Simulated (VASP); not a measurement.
# Al (P6_3/mmc) in VASP: further runs

Al is run at these levels: LDA; tasks: relaxation of cell and atoms.

Program: VASP 6.6.1. These are calculated values, not measurements. Logs are shortened: lines on timing, memory, paths and dates and some standing lists are left out, and cuts for length are marked.

## (1) The cell of the first run

Symmetry: P6_3/mmc, No. 194, hexagonal system. Conventional cell: a = 2.812 Å, b = 2.812 Å, c = 4.867 Å, α = 90.00°, β = 90.00°, γ = 120.00°. Al (site symmetry -6m2) has 12 Al at 2.81 to 2.93 Å within 3.7 Å.

This isn't the form of Al at room conditions, which is fcc.

## (2) Relaxation of cell and atoms, LDA

Input file INCAR:

```
ALGO = Normal
EDIFF = 1E-6
EDIFFG = -0.01
ENCUT = 600
IBRION = 2
ISIF = 3
ISMEAR = -1
LASPH = T
LCHARG = F
LREAL = F
LWAVE = F
NELM = 100
NSW = 80
PREC = Accurate
SIGMA = 0.05
```

Input file KPOINTS:

```
k-points
0
Gamma
  14 14 7
```

Input file POSCAR:

```
Al
1.0
    2.8124550000      0.0000000000      0.0000000000
   -1.4062280000      2.4356580000      0.0000000000
    0.0000000000      0.0000000000      4.8668500000
Al
2
Direct
    0.6666666667      0.3333333333      0.7500000000
    0.3333333333      0.6666666667      0.2500000000
```

Potentials or basis: VASP PAW LDA potentials, release 64 (Al).

On the command line:

```console
$ cat potpaw_LDA.64/Al/POTCAR > POTCAR
$ mpirun -np 1 vasp_std > vasp.out
```

OUTCAR:

```text
EDIFF = 1E-6
   EDIFFG = -0.01
   ENCUT = 600
   IBRION = 2
   ISIF = 3
   ISMEAR = -1
   LASPH = T
   LREAL = F
   NELM = 100
   NSW = 80
   PREC = Accurate

 ion  position               nearest neighbor table
   1  0.667  0.333  0.750-   2 2.93   2 2.93   2 2.93   2 2.93   2 2.93   2 2.93
   2  0.333  0.667  0.250-   1 2.93   1 2.93   1 2.93   1 2.93   1 2.93   1 2.93

  LATTYP: Found a hexagonal cell.
 ALAT       =     2.8124550000
 C/A-ratio  =     1.7304632430

  Lattice vectors:

 A1 = (   2.8124550000,   0.0000000000,   0.0000000000)
 A2 = (  -1.4062280000,   2.4356580000,   0.0000000000)
 A3 = (   0.0000000000,   0.0000000000,   4.8668500000)

Analysis of symmetry for initial positions (statically):
=====================================================================
 Subroutine PRICEL returns:
 Original cell was already a primitive cell.

 Routine SETGRP: Setting up the symmetry group for a
 hexagonal supercell.

 Subroutine GETGRP returns: Found 24 space group operations
 (whereof 12 operations were pure point group operations)
 out of a pool of 24 trial point group operations.

The static configuration has the point symmetry D_3d.
 The point group associated with its full space group is D_6h.

Analysis of symmetry for dynamics (positions and initial velocities):
=====================================================================
 Subroutine PRICEL returns:
 Original cell was already a primitive cell.

 Routine SETGRP: Setting up the symmetry group for a
 hexagonal supercell.

 Subroutine GETGRP returns: Found 24 space group operations
 (whereof 12 operations were pure point group operations)
 out of a pool of 24 trial point group operations.

The dynamic configuration has the point symmetry D_3d.
 The point group associated with its full space group is D_6h.

 Subroutine INISYM returns: Found 24 space group operations
 (whereof 12 operations are pure point group operations),
 and found     1 'primitive' translations

----------------------------------------------------------------------------------------

                                     Primitive cell

  volume of cell :      33.3388

  direct lattice vectors                    reciprocal lattice vectors
     2.812455000  0.000000000  0.000000000     0.355561245  0.205283409  0.000000000
    -1.406228000  2.435658000  0.000000000     0.000000000  0.410566672  0.000000000
     0.000000000  0.000000000  4.866850000     0.000000000  0.000000000  0.205471712

  length of vectors
     2.812455000  2.812455703  4.866850000     0.410566775  0.410566672  0.205471712

  position of ions in fractional coordinates (direct lattice)
     0.666666667  0.333333333  0.750000000
     0.333333333  0.666666667  0.250000000

  ion indices of the primitive-cell ions
   primitive index   ion index
                 1           1
                 2           2

----------------------------------------------------------------------------------------

 KPOINTS: k-points

Automatic generation of k-mesh.
 Grid dimensions read from file:
 generate k-points for:   14   14    7

 Generating k-lattice:

  Cartesian coordinates                     Fractional coordinates (reciprocal lattice)
     0.025397232  0.014663101  0.000000000     0.071428571  0.000000000  0.000000000
     0.000000000  0.029326191  0.000000000     0.000000000  0.071428571  0.000000000
     0.000000000  0.000000000  0.029353102     0.000000000  0.000000000  0.142857143

  Length of vectors
     0.029326198  0.029326191  0.029353102

  Shift w.r.t. Gamma in fractional coordinates (k-lattice)
     0.000000000  0.000000000  0.000000000

 Subroutine IBZKPT returns following result:
 ===========================================

 Found     96 irreducible k-points:

 Following reciprocal coordinates:
            Coordinates               Weight
  0.000000  0.000000  0.000000      1.000000
  0.071429 -0.000000  0.000000      6.000000
  0.142857 -0.000000  0.000000      6.000000
  0.214286  0.000000  0.000000      6.000000
  0.285714 -0.000000  0.000000      6.000000
  0.357143 -0.000000  0.000000      6.000000
[... 16 lines left out ...]
  0.285714  0.285714  0.000000      6.000000
  0.357143  0.285714  0.000000      6.000000
 [... further k-points ...]
   k-points           NKPTS =     96   k-points in BZ     NKDIM =     96   number of bands    NBANDS=      7
   number of dos      NEDOS =    301   number of ions     NIONS =      2
   total plane-waves  NPLWV =  23040
   dimension x,y,z NGX =    24 NGY =   24 NGZ =   40
   dimension x,y,z NGXF=    48 NGYF=   48 NGZF=   80
   ions per type =               2
   NGX,Y,Z   is equivalent  to a cutoff of  14.19, 14.19, 13.66 a.u.
   NGXF,Y,Z  is equivalent  to a cutoff of  28.37, 28.37, 27.33 a.u.
 SYSTEM =  unknown system
   PREC   = accura    normal or accurate (medium, high low for compatibility)
   ISTART =      0    job   : 0-new  1-cont  2-samecut
   ICHARG =      2    charge: 1-file 2-atom 10-const
   ISPIN  =      1    spin polarized calculation?
   LNONCOLLINEAR =      F non collinear calculations
   LSORBIT =      F    spin-orbit coupling
   LASPH  =      T    aspherical Exc in radial PAW
   ENCUT  =  600.0 eV  44.10 Ry    6.64 a.u.   5.62  5.62  9.72*2*pi/ulx,y,z
   NELM   =    100;   NELMIN=  2; NELMDL= -5     # of ELM steps
   EDIFF  = 0.1E-05   stopping-criterion for ELM
   LREAL  =      F    real-space projection
   EDIFFG = -.1E-01   stopping-criterion for IOM
   NSW    =     80    number of steps for IOM
   IBRION =      2    ionic relax: 0-MD 1-quasi-New 2-CG
   NFREE  =      1    steps in history (QN), initial steepest desc. (CG)
   ISIF   =      3    stress and relaxation
   ISYM   =      2    0-nonsym 1-usesym 2-fastsym
   POTIM  = 0.5000    time-step for ionic-motion
   TEBEG  =    0.0;   TEEND  =   0.0 temperature during run
   PSTRESS=    0.0 pullay stress
   NELECT =       6.0000    total number of electrons
   NUPDOWN=      -1.0000    fix difference up-down
   EMIN   =  10.00;   EMAX   =-10.00  energy-range for DOS
   EFERMI =   0.00;   METHOD = LEGACY
   ISMEAR =    -1;   SIGMA  =   0.05  broadening in eV -4-tet -1-fermi 0-gaus
   EFERMI_NEDOS =   21; number of points for ismear=-14 and -15
   IALGO  =     38    algorithm
   IMIX   =      4    mixing-type and parameters
     AMIX     =   0.40;   BMIX     =  1.00
     AMIX_MAG =   1.60;   BMIX_MAG =  1.00
  volume/ion in A,a.u.               =      16.67       112.49
  Fermi-wavevector in a.u.,A,eV,Ry     =   0.924291  1.746656 11.623641  0.854313
  Thomas-Fermi vector in A             =   2.050021
   LORBIT       =      0    0 simple, 1 ext, 2 COOP (PROOUT), +10 PAW based schemes
   GGA     = CA    functional components
   LHFCALC =     F    Hartree Fock is set to
   AEXX    =    0.0000 exact exchange contribution
   IVDW    =     0    specifies the selected vdW correction
   LEPSILON=     F    determine dielectric tensor
   LRPA    =     F    only Hartree local field effects (RPA)
 conjugate gradient relaxation of ions
 non-spin polarized calculation
  energy-cutoff  :      600.00
  volume of cell :       33.34
 maximum number of plane-waves:      1135
 NGX is ok and might be reduce to    24
   NGX = 11   NGY = 11   NGZ = 19

--------------------------------------- Ionic step        1  -------------------------------------------

 number of electron       6.0000000 magnetization

 Free energy of the ion-electron system (eV)
  ---------------------------------------------------
  ext. energy  EPLUGINS =         0.00000000
  ---------------------------------------------------
  free energy    TOTEN  =        -8.30233055 eV

  energy without entropy =       -8.29701793  energy(sigma->0) =       -8.29967424

------------------------ aborting loop because EDIFF is reached ----------------------------------------

  FORCE on cell =-STRESS in cart. coord.  units (eV):
  Direction    XX          YY          ZZ          XY          YZ          ZX
  --------------------------------------------------------------------------------------
  -------------------------------------------------------------------------------------
  Total       -0.5136329     -0.5136331     -0.8431693      0.0000001     -0.0000000      0.0000000
  in kB      -24.6838885    -24.6838991    -40.5205661      0.0000051     -0.0000000      0.0000000
  external PRESSURE =     -29.9627846 kB  Pullay stress =       0.0000000 kB

 VOLUME and BASIS-vectors are now :
 -----------------------------------------------------------------------------
  energy-cutoff  :      600.00
  volume of cell :       33.34
      direct lattice vectors                 reciprocal lattice vectors
     2.812455000  0.000000000  0.000000000     0.355561245  0.205283409  0.000000000
    -1.406228000  2.435658000  0.000000000     0.000000000  0.410566672  0.000000000
     0.000000000  0.000000000  4.866850000     0.000000000  0.000000000  0.205471712
[... 145 lines left out ...]
 POSITION                                       TOTAL-FORCE (eV/Angst)
 -----------------------------------------------------------------------------------
      1.39629      0.80615      3.54622        -0.000000      0.000000      0.000000
     -0.00000      1.61230      1.18207         0.000000     -0.000000     -0.000000
 -----------------------------------------------------------------------------------
    total drift:                                0.000000     -0.000000     -0.000000

  FREE ENERGIE OF THE ION-ELECTRON SYSTEM (eV)
  ---------------------------------------------------
  free  energy   TOTEN  =        -8.3184824610 eV

  energy  without entropy=       -8.3139099494  energy(sigma->0) =       -8.31619621

--------------------------------------- Ionic step        6  -------------------------------------------

 number of electron       6.0000000 magnetization

 Free energy of the ion-electron system (eV)
  ---------------------------------------------------
  ext. energy  EPLUGINS =         0.00000000
  ---------------------------------------------------
  free energy    TOTEN  =        -8.31851252 eV

  energy without entropy =       -8.31388014  energy(sigma->0) =       -8.31619633

 E-fermi :   8.1491     XC(G=0): -10.4660

 val. band max:        8.1047791206   @ k =   0.3571   0.1429   0.0000
 cond. band min:       8.1718200427   @ k =   0.1429   0.0714   0.2857
 fundamental gap:      0.0670409221
 Fermi energy:         8.1491271284

 k-point     1 :       0.0000    0.0000    0.0000
  band No.  band energies     occupation
      1      -3.1955      2.00000
      2       3.2759      2.00000
      3       3.2816      2.00000
      4      19.4172      0.00000
      5      19.4172      0.00000
      6      19.6826      0.00000
      7      19.6826      0.00000

 k-point     2 :       0.0714   -0.0000    0.0000
  band No.  band energies     occupation
      1      -3.0670      2.00000
      2       3.4009      2.00000
      3       3.4015      2.00000
      4      17.1252      0.00000
      5      18.1298      0.00000
      6      19.2170      0.00000
      7      20.7529      0.00000
[... 201 lines left out ...]
 k-point    23 :       0.2857    0.2857    0.0000
  band No.  band energies     occupation
      1       2.8305      2.00000
      2       6.0677      2.00000
      3       6.2702      2.00000
      4       8.9554      0.00000
      5       9.3717      0.00000
      6      11.9019      0.00000
      7      12.4621      0.00000

 k-point    24 :       0.3571    0.2857    0.0000
  band No.  band energies     occupation
      1       4.3545      2.00000
      2       4.4577      2.00000
      3       6.0707      2.00000
      4      10.1427      0.00000
      5      10.2046      0.00000
      6      10.7945      0.00000
      7      11.6627      0.00000

 [... further k-points ...]

------------------------ aborting loop because EDIFF is reached ----------------------------------------

  FORCE on cell =-STRESS in cart. coord.  units (eV):
  Direction    XX          YY          ZZ          XY          YZ          ZX
  --------------------------------------------------------------------------------------
  -------------------------------------------------------------------------------------
  Total       -0.0045761     -0.0045761     -0.0071109      0.0000000     -0.0000000      0.0000000
  in kB       -0.2295695     -0.2295696     -0.3567332      0.0000000     -0.0000000      0.0000000
  external PRESSURE =      -0.2719575 kB  Pullay stress =       0.0000000 kB

 VOLUME and BASIS-vectors are now :
 -----------------------------------------------------------------------------
  energy-cutoff  :      600.00
  volume of cell :       31.94
      direct lattice vectors                 reciprocal lattice vectors
     2.794915602  0.000000004  0.000000000     0.357792557  0.206571658  0.000000000
    -1.397458294  2.420468424 -0.000000000    -0.000000001  0.413143171  0.000000000
     0.000000000 -0.000000000  4.720904136    -0.000000000  0.000000000  0.211823831

 POSITION                                       TOTAL-FORCE (eV/Angst)
 -----------------------------------------------------------------------------------
      1.39746      0.80682      3.54068        -0.000000      0.000000     -0.000000
     -0.00000      1.61365      1.18023         0.000000     -0.000000      0.000000
 -----------------------------------------------------------------------------------
    total drift:                                0.000000     -0.000000     -0.000000

  FREE ENERGIE OF THE ION-ELECTRON SYSTEM (eV)
  ---------------------------------------------------
  free  energy   TOTEN  =        -8.3185125201 eV

  energy  without entropy=       -8.3138801424  energy(sigma->0) =       -8.31619633

 reached required accuracy - stopping structural energy minimisation
```

Run time: 29 s. Hardware: 1 thread of Intel Xeon 6975P-C (Granite Rapids), shared host; peak memory 0.14 GiB.

Results:

```yaml
Free_energy: -8.3185 eV
Relaxed_volume: 15.97 Å³/atom
Relaxed_cell: a = 2.795 Å, b = 2.795 Å, c = 4.721 Å, α = 90.00°, β = 90.00°, γ = 120.00°
Space_group_after_relaxing_to_0.1_Å: P6_3/mmc (No. 194)
Energy_gained_by_relaxing: 8.1 meV/atom
Ionic_steps: 6
Pressure_after_relaxing: 0.0 GPa
Band_gap_on_the_k_mesh: zero (bands 3 and 4 overlap by 5.76 eV)
```

The path:
```tsv
step	energy change (eV)	largest force (eV/Å)	pressure (GPa)	volume (Å³)
1	0.0000	0.0000	-3.00	33.34
2	-0.0148	0.0000	0.31	31.86
3	-0.0148	0.0000	0.17	31.91
4	-0.0157	0.0000	0.08	31.92
5	-0.0162	0.0000	0.00	31.93
6	-0.0162	0.0000	-0.03	31.94
```

Final structure:
```
Al
1.0
     2.79492    0.00000    0.00000
    -1.39746    2.42047    0.00000
     0.00000    0.00000    4.72090
Al
2
Direct
  0.66667 0.33333 0.75000
  0.33333 0.66667 0.25000
```

Levels at points of the mesh, in eV from the Fermi level:
```tsv
k point	band 1	band 2	band 3	band 4	band 5	band 6	band 7
(0.00, 0.00, 0.00)	-11.34	-4.87	-4.87	11.27	11.27	11.53	11.53
(0.50, 0.00, 0.00)	-5.26	-5.14	0.59	0.84	1.44	1.56	6.09
```

[end of part 1 of 2]
